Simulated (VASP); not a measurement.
Runs of VASP 6.6.1 on Nd3H2. The structure is that of space group P6/mmm (No. 191), or close to it. The cells are those of the table. The cell was generated, and may not be a known phase.

```csv
task,cell,k mesh,gap on the mesh (eV),pressure (GPa),relaxed volume (Å³/atom)
single point,"a = 5.410, b = 5.410, c = 4.472 Å, angles 90.0, 90.0, 120.0°, 5 atoms",6 × 6 × 4,none,0.3,-
relaxation of cell and atoms,"relaxed from a = 5.410, b = 5.410, c = 4.472 Å, angles 90.0, 90.0, 120.0°, 5 atoms",12 × 12 × 8,none,0.0,22.61
single point,"a = 5.386, b = 5.386, c = 4.484 Å, angles 90.0, 90.0, 120.0°, 5 atoms",12 × 12 × 8,none,(a),-
single point,"a = 4.687, b = 4.687, c = 5.337 Å, angles 90.0, 90.0, 120.0°, 5 atoms",6 × 6 × 4,none,3.0,-
relaxation of cell and atoms,"relaxed from a = 4.687, b = 4.687, c = 5.337 Å, angles 90.0, 90.0, 120.0°, 5 atoms",6 × 6 × 4,none,0.0,(b)
```

Alike in all rows: level PBE; potentials or basis VASP PAW PBE potentials, release 64 (Nd_3, H), 4f in core; no spin polarisation; cutoff (eV) 500; smearing gaussian 0.1 eV.

**Question.** Fill in the values left out.

**Answer.** (a) 0.2; (b) 22.93.

Caveats: spin-orbit coupling is left out, which moves the levels of the heavy elements; the 4f electrons are frozen in the core, so they carry no moment and show no levels; the stress differs along the axes, from -7 to 8 GPa (at least some runs); a cell axis changed by over 15 % at a fixed basis, so the end point is rough (at least some runs).

A k mesh can miss the band edges, and the runs leave out spin-orbit coupling on Nd.

A gap of «none» marks levels without a gap at the run's occupations.
